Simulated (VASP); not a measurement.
# Ti3Si (Fm-3m) in VASP: single point with r2SCAN

Aim: the single point of Ti3Si with r2SCAN.

All numbers are computed with VASP 6.6.1; they aren't measurements. Logs are shortened: lines on timing, memory, paths and dates and some standing lists are left out, and cuts for length are marked.

### Step 1. The cell of the first run

It takes space group Fm-3m (No. 225, cubic). Conventional cell: a = 6.289 Å, b = 6.289 Å, c = 6.289 Å, α = 90.00°, β = 90.00°, γ = 90.00°. Ti (site symmetry -43m) has 10 Ti at 2.72 to 3.14 Å and 4 Si at 2.72 Å within 3.6 Å. Ti (site symmetry m-3m) has 8 Ti at 2.72 Å and 6 Si at 3.14 Å within 3.6 Å. Si (site symmetry m-3m) has 14 Ti at 2.72 to 3.14 Å within 3.6 Å.

### Step 2. Single point, r2SCAN

The input, POSCAR:

```
Ti3Si
1.0
    4.4467910000      0.0000000000      0.0000000000
    2.2233955000      3.8510339713      0.0000000000
    2.2233955000      1.2836779904      3.6307896476
Ti Si
3 1
Direct
    0.7500000000      0.7500000000      0.7500000000
    0.2500000000      0.2500000000      0.2500000000
    0.0000000000      0.0000000000      0.0000000000
    0.5000000000      0.5000000000      0.5000000000
```

The input, INCAR.step1:

```
SYSTEM = Ti3Si
PREC = Accurate
ENCUT = 520
ISMEAR = -1
SIGMA = 0.1
LREAL = .False.
LASPH = .True.
NELM = 80
NBANDS = 28
GGA = PE
ALGO = Normal
EDIFF = 1E-4
LWAVE = .True.
LCHARG = .False.
```

The input, INCAR.step2:

```
SYSTEM = Ti3Si
PREC = Accurate
ENCUT = 520
EDIFF = 1E-7
ISMEAR = -1
SIGMA = 0.1
LREAL = .False.
LASPH = .True.
NELM = 80
ALGO = Normal
ISIF = 2
LWAVE = .False.
LCHARG = .False.
METAGGA = R2SCAN
LMIXTAU = .True.
NBANDS = 28
ISTART = 1
```

The input, KPOINTS:

```
Automatic mesh
0
Gamma
  7 7 7
  0 0 0
```

Potentials or basis: VASP PAW PBE potentials, release 64 (Ti_sv, Si).

Run with:

```console
> cat potpaw_PBE.64/Ti_sv/POTCAR potpaw_PBE.64/Si/POTCAR > POTCAR
> cp INCAR.step1 INCAR
> mpirun -np 1 vasp_std > vasp.out
> cp INCAR.step2 INCAR
> mpirun -np 1 vasp_std > vasp.out
```

OUTCAR:

```text
SYSTEM = Ti3Si
   PREC = Accurate
   ENCUT = 520
   EDIFF = 1E-7
   ISMEAR = -1
   LREAL = .False.
   LASPH = .True.
   NELM = 80
   ISIF = 2
   METAGGA = R2SCAN
   ISTART = 1

 ion  position               nearest neighbor table
   1  0.750  0.750  0.750-   4 2.72   3 2.72   4 2.72   3 2.72   3 2.72   4 2.72   4 2.72   3 2.72

   2  0.250  0.250  0.250-   3 2.72   4 2.72   4 2.72   3 2.72   4 2.72   3 2.72   3 2.72   4 2.72

   3  0.000  0.000  0.000-   1 2.72   2 2.72   2 2.72   1 2.72   2 2.72   1 2.72   1 2.72   2 2.72

   4  0.500  0.500  0.500-   2 2.72   1 2.72   2 2.72   1 2.72   1 2.72   2 2.72   2 2.72   1 2.72

  LATTYP: Found a face centered cubic cell.
 ALAT       =     6.2887121412

  Lattice vectors:

 A1 = (   4.4467910000,   0.0000000000,   0.0000000000)
 A2 = (   2.2233955000,   3.8510339713,   0.0000000000)
 A3 = (   2.2233955000,   1.2836779904,   3.6307896476)

Analysis of symmetry for initial positions (statically):
=====================================================================
 Subroutine PRICEL returns:
 Original cell was already a primitive cell.

 Routine SETGRP: Setting up the symmetry group for a
 face centered cubic supercell.

 Subroutine GETGRP returns: Found 48 space group operations
 (whereof 48 operations were pure point group operations)
 out of a pool of 48 trial point group operations.

The static configuration has the point symmetry O_h .

Analysis of symmetry for dynamics (positions and initial velocities):
=====================================================================
 Subroutine PRICEL returns:
 Original cell was already a primitive cell.

 Routine SETGRP: Setting up the symmetry group for a
 face centered cubic supercell.

 Subroutine GETGRP returns: Found 48 space group operations
 (whereof 48 operations were pure point group operations)
 out of a pool of 48 trial point group operations.

The dynamic configuration has the point symmetry O_h .

 Subroutine INISYM returns: Found 48 space group operations
 (whereof 48 operations are pure point group operations),
 and found     1 'primitive' translations

----------------------------------------------------------------------------------------

                                     Primitive cell

  volume of cell :      62.1763

  direct lattice vectors                    reciprocal lattice vectors
     4.446791000  0.000000000  0.000000000     0.224881268 -0.129835261 -0.091807393
     2.223395500  3.851033971  0.000000000     0.000000000  0.259670522 -0.091807393
     2.223395500  1.283677990  3.630789648     0.000000000  0.000000000  0.275422180

  length of vectors
     4.446791000  4.446791000  4.446791000     0.275422180  0.275422180  0.275422180

  position of ions in fractional coordinates (direct lattice)
     0.750000000  0.750000000  0.750000000
     0.250000000  0.250000000  0.250000000
     0.000000000  0.000000000  0.000000000
     0.500000000  0.500000000  0.500000000

  ion indices of the primitive-cell ions
   primitive index   ion index
                 1           1
                 2           2
                 3           3
                 4           4

----------------------------------------------------------------------------------------

 KPOINTS: Automatic mesh

Automatic generation of k-mesh.
 Grid dimensions read from file:
 generate k-points for:    7    7    7

 Generating k-lattice:

  Cartesian coordinates                     Fractional coordinates (reciprocal lattice)
     0.032125895 -0.018547894 -0.013115342     0.142857143  0.000000000  0.000000000
     0.000000000  0.037095789 -0.013115342     0.000000000  0.142857143 -0.000000000
     0.000000000  0.000000000  0.039346026     0.000000000  0.000000000  0.142857143

  Length of vectors
     0.039346026  0.039346026  0.039346026

  Shift w.r.t. Gamma in fractional coordinates (k-lattice)
     0.000000000  0.000000000  0.000000000

 Subroutine IBZKPT returns following result:
 ===========================================

 Found     20 irreducible k-points:

 Following reciprocal coordinates:
            Coordinates               Weight
  0.000000  0.000000  0.000000      1.000000
  0.142857 -0.000000  0.000000      8.000000
  0.285714 -0.000000  0.000000      8.000000
  0.428571 -0.000000  0.000000      8.000000
  0.142857  0.142857  0.000000      6.000000
  0.285714  0.142857  0.000000     24.000000
[... 12 lines left out ...]
 -0.428571  0.428571  0.142857     24.000000
 -0.285714  0.428571  0.142857     24.000000
   k-points           NKPTS =     20   k-points in BZ     NKDIM =     20   number of bands    NBANDS=     28
   number of dos      NEDOS =    301   number of ions     NIONS =      4
   total plane-waves  NPLWV =  46656
   dimension x,y,z NGX =    36 NGY =   36 NGZ =   36
   dimension x,y,z NGXF=    72 NGYF=   72 NGZF=   72
   ions per type =               3   1
   NGX,Y,Z   is equivalent  to a cutoff of  13.46, 13.46, 13.46 a.u.
   NGXF,Y,Z  is equivalent  to a cutoff of  26.92, 26.92, 26.92 a.u.
 SYSTEM =  Ti3Si
   PREC   = accura    normal or accurate (medium, high low for compatibility)
   ISTART =      1    job   : 0-new  1-cont  2-samecut
   ICHARG =      0    charge: 1-file 2-atom 10-const
   ISPIN  =      1    spin polarized calculation?
   LNONCOLLINEAR =      F non collinear calculations
   LSORBIT =      F    spin-orbit coupling
   LASPH  =      T    aspherical Exc in radial PAW
   ENCUT  =  520.0 eV  38.22 Ry    6.18 a.u.   8.27  8.27  8.27*2*pi/ulx,y,z
   NELM   =     80;   NELMIN=  2; NELMDL=  0     # of ELM steps
   EDIFF  = 0.1E-06   stopping-criterion for ELM
   LREAL  =      F    real-space projection
   EDIFFG = 0.1E-05   stopping-criterion for IOM
   NSW    =      0    number of steps for IOM
   IBRION =     -1    ionic relax: 0-MD 1-quasi-New 2-CG
   NFREE  =      0    steps in history (QN), initial steepest desc. (CG)
   ISIF   =      2    stress and relaxation
   ISYM   =      2    0-nonsym 1-usesym 2-fastsym
   POTIM  = 0.5000    time-step for ionic-motion
   TEBEG  =    0.0;   TEEND  =   0.0 temperature during run
   PSTRESS=    0.0 pullay stress
   NELECT =      40.0000    total number of electrons
   NUPDOWN=      -1.0000    fix difference up-down
   EMIN   =  10.00;   EMAX   =-10.00  energy-range for DOS
   EFERMI =   0.00;   METHOD = LEGACY
   ISMEAR =    -1;   SIGMA  =   0.10  broadening in eV -4-tet -1-fermi 0-gaus
   EFERMI_NEDOS =   21; number of points for ismear=-14 and -15
   IALGO  =     38    algorithm
   IMIX   =      4    mixing-type and parameters
     AMIX     =   0.40;   BMIX     =  1.00
     AMIX_MAG =   1.60;   BMIX_MAG =  1.00
  volume/ion in A,a.u.               =      15.54       104.90
  Fermi-wavevector in a.u.,A,eV,Ry     =   1.413253  2.670660 27.174682  1.997283
  Thomas-Fermi vector in A             =   2.534917
   LORBIT       =      0    0 simple, 1 ext, 2 COOP (PROOUT), +10 PAW based schemes
   METAGGA = R2SCAN    functional components
   LHFCALC =     F    Hartree Fock is set to
   AEXX    =    0.0000 exact exchange contribution
   IVDW    =     0    specifies the selected vdW correction
   LEPSILON=     F    determine dielectric tensor
   LRPA    =     F    only Hartree local field effects (RPA)
 non-spin polarized calculation
  energy-cutoff  :      520.00
  volume of cell :       62.18
 maximum number of plane-waves:      1691
 NGX is ok and might be reduce to    36
   NGX = 17   NGY = 17   NGZ = 17

 number of electron      39.9999991 magnetization

 Free energy of the ion-electron system (eV)
  ---------------------------------------------------
  ext. energy  EPLUGINS =         0.00000000
  ---------------------------------------------------
  free energy    TOTEN  =       -48.95379048 eV

  energy without entropy =      -48.75802935  energy(sigma->0) =      -48.85590992

 E-fermi :   9.3568     XC(G=0): -12.6331

 val. band max:        9.3404136004   @ k =   0.4286   0.2857   0.0000
 cond. band min:       9.3624077205   @ k =  -0.2857   0.2857   0.0000
 fundamental gap:      0.0219941201
 Fermi energy:         9.3568294982

 k-point     1 :       0.0000    0.0000    0.0000
  band No.  band energies     occupation
      1     -49.5418      2.00000
      2     -49.4555      2.00000
      3     -49.0154      2.00000
      4     -24.8133      2.00000
      5     -24.8132      2.00000
      6     -24.8132      2.00000
[... 20 lines left out ...]
     27      12.8169      0.00000
     28      12.8170      0.00000

 k-point     2 :       0.1429   -0.0000    0.0000
  band No.  band energies     occupation
      1     -49.5349      2.00000
      2     -49.4582      2.00000
      3     -49.0198      2.00000
      4     -24.8651      2.00000
      5     -24.8381      2.00000
      6     -24.8381      2.00000
[... 20 lines left out ...]
     27      12.7489      0.00000
     28      12.8106      0.00000

 k-point     3 :       0.2857   -0.0000    0.0000
  band No.  band energies     occupation
      1     -49.5176      2.00000
      2     -49.4657      2.00000
      3     -49.0300      2.00000
      4     -24.8853      2.00000
      5     -24.8695      2.00000
      6     -24.8694      2.00000
[... 20 lines left out ...]
     27      12.7009      0.00000
     28      12.7009      0.00000

 k-point     4 :       0.4286   -0.0000    0.0000
  band No.  band energies     occupation
      1     -49.4974      2.00000
      2     -49.4776      2.00000
      3     -49.0386      2.00000
      4     -24.8882      2.00000
      5     -24.8881      2.00000
      6     -24.8633      2.00000
[... 20 lines left out ...]
     27      12.6635      0.00000
     28      12.6723      0.00000

 k-point     5 :       0.1429    0.1429    0.0000
  band No.  band energies     occupation
      1     -49.5328      2.00000
      2     -49.4589      2.00000
      3     -49.0213      2.00000
      4     -24.8826      2.00000
      5     -24.8825      2.00000
      6     -24.7957      2.00000
[... 20 lines left out ...]
     27      12.7738      0.00000
     28      12.8938      0.00000

 k-point     6 :       0.2857    0.1429    0.0000
  band No.  band energies     occupation
      1     -49.5194      2.00000
      2     -49.4642      2.00000
      3     -49.0297      2.00000
      4     -24.9164      2.00000
      5     -24.9142      2.00000
      6     -24.8265      2.00000
[... 339 lines left out ...]
      5     -24.9187      2.00000
      6     -24.8500      2.00000
[... 20 lines left out ...]
     27      12.6203      0.00000
     28      12.8189      0.00000

 k-point    18 :      -0.4286    0.2857    0.1429
  band No.  band energies     occupation
      1     -49.4910      2.00000
      2     -49.4782      2.00000
      3     -49.0446      2.00000
      4     -24.9804      2.00000
      5     -24.8947      2.00000
      6     -24.8682      2.00000
[... 20 lines left out ...]
     27      12.3831      0.00000
     28      12.7007      0.00000

 k-point    19 :      -0.4286    0.4286    0.1429
  band No.  band energies     occupation
      1     -49.4904      2.00000
      2     -49.4757      2.00000
      3     -49.0478      2.00000
      4     -25.0143      2.00000
      5     -24.9540      2.00000
      6     -24.8518      2.00000
[... 20 lines left out ...]
     27      12.2676      0.00000
     28      12.5150      0.00000

 k-point    20 :      -0.2857    0.4286    0.1429
  band No.  band energies     occupation
      1     -49.4834      2.00000
      2     -49.4819      2.00000
      3     -49.0486      2.00000
      4     -25.0156      2.00000
      5     -24.9073      2.00000
      6     -24.8324      2.00000
[... 20 lines left out ...]
     27      12.2852      0.00000
     28      12.3358      0.00000

------------------------ aborting loop because EDIFF is reached ----------------------------------------

  FORCE on cell =-STRESS in cart. coord.  units (eV):
  Direction    XX          YY          ZZ          XY          YZ          ZX
  --------------------------------------------------------------------------------------
  -------------------------------------------------------------------------------------
  Total       -0.5571076     -0.5571076     -0.5571076     -0.0000000      0.0000000      0.0000000
  in kB      -14.3557055    -14.3557055    -14.3557055     -0.0000000      0.0000000      0.0000000
  external PRESSURE =     -14.3557055 kB  Pullay stress =       0.0000000 kB

 VOLUME and BASIS-vectors are now :
 -----------------------------------------------------------------------------
  energy-cutoff  :      520.00
  volume of cell :       62.18
      direct lattice vectors                 reciprocal lattice vectors
     4.446791000  0.000000000  0.000000000     0.224881268 -0.129835261 -0.091807393
     2.223395500  3.851033971  0.000000000     0.000000000  0.259670522 -0.091807393
     2.223395500  1.283677990  3.630789648     0.000000000  0.000000000  0.275422180

 POSITION                                       TOTAL-FORCE (eV/Angst)
 -----------------------------------------------------------------------------------
      6.67019      3.85103      2.72309        -0.000000      0.000000      0.000000
      2.22340      1.28368      0.90770         0.000000     -0.000000     -0.000000
      0.00000      0.00000      0.00000        -0.000000      0.000000      0.000000
      4.44679      2.56736      1.81539        -0.000000      0.000000      0.000000
 -----------------------------------------------------------------------------------
    total drift:                                0.000000      0.000000      0.000000

  FREE ENERGIE OF THE ION-ELECTRON SYSTEM (eV)
  ---------------------------------------------------
  free  energy   TOTEN  =       -48.9537904839 eV

  energy  without entropy=      -48.7580293474  energy(sigma->0) =      -48.85590992
```

Run time: 2.9 min. Hardware: 1 thread of Intel Xeon 6455B, shared host; peak memory 0.22 GiB.

Results:

```yaml
Free_energy: -48.9538 eV
Pressure: -1.4 GPa
Band_gap_on_the_k_mesh: zero (bands 20 and 21 overlap by 0.43 eV)
```

Caveat: the PAW data sets were made with another functional, which shifts forces and pressure a little.
